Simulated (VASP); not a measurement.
# ZnO (P6_3mc) in VASP: single point with PBE

Aim: the single point of ZnO with PBE.

Everything below comes from runs of VASP 6.6.1. Logs are shortened: lines on timing, memory, paths and dates and some standing lists are left out, and cuts for length are marked.

## Step 1: The cell of the first run

It takes space group P6_3mc (No. 186, hexagonal). The conventional cell has a = 3.242 Å, b = 3.242 Å, c = 5.229 Å, α = 90.00°, β = 90.00°, γ = 120.00°. Within 2.6 Å of Zn (site symmetry 3m) lie 4 O at 1.98 Å. Within 2.6 Å of O (site symmetry 3m) lie 4 Zn at 1.98 Å.

## Step 2: Single point, PBE

The input, INCAR:

```
SYSTEM = ZnO
PREC = Accurate ; ENCUT = 910
EDIFF = 1E-6 ; ISMEAR = 0
SIGMA = 0.05 ; LREAL = .False.
LASPH = .True. ; NELM = 120
ALGO = Normal ; ISIF = 2
LWAVE = .False. ; LCHARG = .True.
GGA = PE ; LELF = .True.
LVHAR = .True. ; NBANDS = 26
GGA_COMPAT = .False.
```

The input, KPOINTS:

```
Automatic mesh
0
Gamma
  12 12 8
  0 0 0
```

The input, POSCAR:

```
ZnO
1.0
    3.2419720692      0.0000000000      0.0000000000
   -1.6209860346      2.8076301703      0.0000000000
    0.0000000000      0.0000000000      5.2292945996
Zn O
2 2
Direct
    0.3333333333      0.6666666667      0.4999246585
    0.6666666667      0.3333333333     -0.0000753415
    0.6666666667      0.3333333333      0.3790853415
    0.3333333333      0.6666666667      0.8790853415
```

Potentials or basis: VASP PAW PBE potentials, release 64 (Zn, O_h).

Run with:

```
> cat potpaw_PBE.64/Zn/POTCAR potpaw_PBE.64/O_h/POTCAR > POTCAR
> mpirun -np 1 vasp_std > vasp.out
```

OUTCAR:

```text
SYSTEM = ZnO
   PREC = Accurate
   ENCUT = 910
   EDIFF = 1E-6
   ISMEAR = 0
   LREAL = .False.
   LASPH = .True.
   NELM = 120
   ISIF = 2
   GGA = PE

 ion  position               nearest neighbor table
   1  0.333  0.667  0.500-   3 1.98   3 1.98   3 1.98   4 1.98
   2  0.667  0.333  1.000-   4 1.98   4 1.98   4 1.98   3 1.98
   3  0.667  0.333  0.379-   1 1.98   1 1.98   1 1.98   2 1.98
   4  0.333  0.667  0.879-   2 1.98   2 1.98   2 1.98   1 1.98

  LATTYP: Found a hexagonal cell.
 ALAT       =     3.2419720692
 C/A-ratio  =     1.6129980419

  Lattice vectors:

 A1 = (   3.2419720692,   0.0000000000,   0.0000000000)
 A2 = (  -1.6209860346,   2.8076301703,   0.0000000000)
 A3 = (   0.0000000000,   0.0000000000,   5.2292945996)

Analysis of symmetry for initial positions (statically):
=====================================================================
 Subroutine PRICEL returns:
 Original cell was already a primitive cell.

 Routine SETGRP: Setting up the symmetry group for a
 hexagonal supercell.

 Subroutine GETGRP returns: Found 12 space group operations
 (whereof  6 operations were pure point group operations)
 out of a pool of 24 trial point group operations.

The static configuration has the point symmetry C_3v.
 The point group associated with its full space group is C_6v.

Analysis of symmetry for dynamics (positions and initial velocities):
=====================================================================
 Subroutine PRICEL returns:
 Original cell was already a primitive cell.

 Routine SETGRP: Setting up the symmetry group for a
 hexagonal supercell.

 Subroutine GETGRP returns: Found 12 space group operations
 (whereof  6 operations were pure point group operations)
 out of a pool of 24 trial point group operations.

The dynamic configuration has the point symmetry C_3v.
 The point group associated with its full space group is C_6v.

 Subroutine INISYM returns: Found 12 space group operations
 (whereof  6 operations are pure point group operations),
 and found     1 'primitive' translations

----------------------------------------------------------------------------------------

                                     Primitive cell
[... 90 lines left out ...]
   LNONCOLLINEAR =      F non collinear calculations
   LSORBIT =      F    spin-orbit coupling
   LASPH  =      T    aspherical Exc in radial PAW
   ENCUT  =  910.0 eV  66.88 Ry    8.18 a.u.   7.97  7.97 12.86*2*pi/ulx,y,z
   NELM   =    120;   NELMIN=  2; NELMDL= -5     # of ELM steps
   EDIFF  = 0.1E-05   stopping-criterion for ELM
   LREAL  =      F    real-space projection
   EDIFFG = 0.1E-04   stopping-criterion for IOM
   NSW    =      0    number of steps for IOM
   IBRION =     -1    ionic relax: 0-MD 1-quasi-New 2-CG
   NFREE  =      0    steps in history (QN), initial steepest desc. (CG)
   ISIF   =      2    stress and relaxation
   ISYM   =      2    0-nonsym 1-usesym 2-fastsym
   POTIM  = 0.5000    time-step for ionic-motion
   TEBEG  =    0.0;   TEEND  =   0.0 temperature during run
   PSTRESS=    0.0 pullay stress
   NELECT =      36.0000    total number of electrons
   NUPDOWN=      -1.0000    fix difference up-down
   EMIN   =  10.00;   EMAX   =-10.00  energy-range for DOS
   EFERMI =   0.00;   METHOD = LEGACY
   ISMEAR =     0;   SIGMA  =   0.05  broadening in eV -4-tet -1-fermi 0-gaus
   EFERMI_NEDOS =   21; number of points for ismear=-14 and -15
   IALGO  =     38    algorithm
   IMIX   =      4    mixing-type and parameters
     AMIX     =   0.40;   BMIX     =  1.00
     AMIX_MAG =   1.60;   BMIX_MAG =  1.00
  volume/ion in A,a.u.               =      11.90        80.30
  Fermi-wavevector in a.u.,A,eV,Ry     =   1.491574  2.818667 30.270160  2.224794
  Thomas-Fermi vector in A             =   2.604212
   LORBIT       =      0    0 simple, 1 ext, 2 COOP (PROOUT), +10 PAW based schemes
   GGA     = PE    functional components
   LHFCALC =     F    Hartree Fock is set to
   AEXX    =    0.0000 exact exchange contribution
   IVDW    =     0    specifies the selected vdW correction
   LEPSILON=     F    determine dielectric tensor
   LRPA    =     F    only Hartree local field effects (RPA)
 non-spin polarized calculation
 Gauss-broadening in eV      SIGMA  =   0.05
  energy-cutoff  :      910.00
  volume of cell :       47.60
 maximum number of plane-waves:      3000
 NGX is ok and might be reduce to    32
   NGX = 15   NGY = 15   NGZ = 25

 number of electron      35.9999999 magnetization

 Free energy of the ion-electron system (eV)
  ---------------------------------------------------
  ext. energy  EPLUGINS =         0.00000000
  ---------------------------------------------------
  free energy    TOTEN  =       -17.83696107 eV

  energy without entropy =      -17.83696107  energy(sigma->0) =      -17.83696107

 E-fermi :   1.8217     XC(G=0): -10.9150

 val. band max:        1.5290149681   @ k =   0.0000   0.0000   0.0000
 cond. band min:       2.3111534267   @ k =   0.0000   0.0000   0.0000
 fundamental gap:      0.7821384586
 Fermi energy:         1.8217172853

 k-point     1 :       0.0000    0.0000    0.0000
  band No.  band energies     occupation
      1     -16.5657      2.00000
      2     -15.8457      2.00000
      3      -4.1699      2.00000
      4      -4.1699      2.00000
      5      -4.1250      2.00000
      6      -4.1177      2.00000
[... 685 lines left out ...]
     25      14.9564      0.00000
     26      15.5936      0.00000

 [... further k-points ...]

------------------------ aborting loop because EDIFF is reached ----------------------------------------

  FORCE on cell =-STRESS in cart. coord.  units (eV):
  Direction    XX          YY          ZZ          XY          YZ          ZX
  --------------------------------------------------------------------------------------
  -------------------------------------------------------------------------------------
  Total        1.6743277      1.6743277      1.6940402      0.0000000      0.0000000      0.0000000
  in kB       56.3584150     56.3584150     57.0219419      0.0000000      0.0000000      0.0000000
  external PRESSURE =      56.5795906 kB  Pullay stress =       0.0000000 kB

 VOLUME and BASIS-vectors are now :
 -----------------------------------------------------------------------------
  energy-cutoff  :      910.00
  volume of cell :       47.60
      direct lattice vectors                 reciprocal lattice vectors
     3.241972069  0.000000000  0.000000000     0.308454231  0.178086133  0.000000000
    -1.620986035  2.807630170  0.000000000     0.000000000  0.356172266  0.000000000
     0.000000000  0.000000000  5.229294600     0.000000000  0.000000000  0.191230381

 POSITION                                       TOTAL-FORCE (eV/Angst)
 -----------------------------------------------------------------------------------
     -0.00000      1.87175      2.61425        -0.000000      0.000000     -0.001039
      1.62099      0.93588      5.22890         0.000000      0.000000     -0.001039
      1.62099      0.93588      1.98235        -0.000000      0.000000      0.001039
     -0.00000      1.87175      4.59700         0.000000     -0.000000      0.001039
 -----------------------------------------------------------------------------------
    total drift:                                0.000000     -0.000000     -0.000345

  FREE ENERGIE OF THE ION-ELECTRON SYSTEM (eV)
  ---------------------------------------------------
  free  energy   TOTEN  =       -17.8369610707 eV

  energy  without entropy=      -17.8369610707  energy(sigma->0) =      -17.83696107
```

OSZICAR:

```text
N       E                     dE             d eps       ncg     rms          rms(c)
DAV:   1     0.393418025249E+03    0.39342E+03   -0.25113E+04  4988   0.294E+03
DAV:   2     0.455399010916E+02   -0.34788E+03   -0.32558E+03  5252   0.550E+02
DAV:   3    -0.179646606531E+02   -0.63505E+02   -0.61205E+02  5774   0.191E+02
DAV:   4    -0.210224836854E+02   -0.30578E+01   -0.30356E+01  5374   0.461E+01
DAV:   5    -0.210512567234E+02   -0.28773E-01   -0.28752E-01  5602   0.452E+00    0.149E+01
DAV:   6    -0.176483851344E+02    0.34029E+01   -0.61065E+00  8234   0.607E+01    0.893E+00
DAV:   7    -0.178828627211E+02   -0.23448E+00   -0.31222E+00  5806   0.166E+01    0.548E+00
DAV:   8    -0.178821474392E+02    0.71528E-03   -0.53612E-01  6678   0.704E+00    0.184E+00
DAV:   9    -0.178351861986E+02    0.46961E-01   -0.93610E-02  7076   0.575E+00    0.449E-01
DAV:  10    -0.178367697406E+02   -0.15835E-02   -0.42681E-02  5058   0.170E+00    0.121E-01
DAV:  11    -0.178369921330E+02   -0.22239E-03   -0.18098E-03  5948   0.918E-01    0.486E-02
DAV:  12    -0.178369496323E+02    0.42501E-04   -0.38272E-04  5978   0.598E-01    0.107E-02
DAV:  13    -0.178369661898E+02   -0.16557E-04   -0.54873E-05  5206   0.612E-02    0.228E-02
DAV:  14    -0.178369610640E+02    0.51258E-05   -0.13193E-05  5696   0.357E-02    0.361E-03
DAV:  15    -0.178369610707E+02   -0.67212E-08   -0.11573E-06  3982   0.815E-03
   1 F= -.17836961E+02 E0= -.17836961E+02  d E =-.641637E-19
```

stdout:

```text
POSCAR found type information on POSCAR ZnO
 POSCAR found :  2 types and       4 ions
 scaLAPACK will be used
 LDA part: xc-table for (Slater+PW92), standard interpolation
 POSCAR, INCAR and KPOINTS ok, starting setup
 FFT: planning ... GRIDC
 FFT: planning ... GRID_SOFT
 FFT: planning ... GRID
 WAVECAR not read
 entering main loop
```

It took 1.9 min on 1 thread of Intel Xeon 6975P-C (Granite Rapids), shared host; peak memory 0.38 GiB.

What came out:

```
Free energy            : -17.8370 eV
Pressure               : 5.7 GPa
Band gap on the k mesh : 0.78 eV
```

Levels at points of the mesh, in eV from the valence-band top:
```tsv
k point	band 15	band 16	band 17	band 18	band 19	band 20	band 21	band 22
(0.00, 0.00, 0.00)	-0.79	-0.09	0.00	0.00	0.78	5.23	8.20	12.91
(0.50, 0.00, 0.00)	-2.83	-2.26	-1.29	-0.84	5.78	6.87	7.58	8.51
(0.00, 0.00, 0.50)	-0.39	-0.39	-0.39	-0.39	3.45	3.45	10.06	10.06
(0.50, 0.00, 0.50)	-1.51	-1.51	-1.38	-1.38	5.71	5.71	8.43	8.43
```

Caveat: the cutoff is under 1.25 times the usual one of these potentials, so pressure, stress and relaxed cells hold a basis-set (Pulay) error; the cell stands under pressure. A k mesh can miss the band edges.
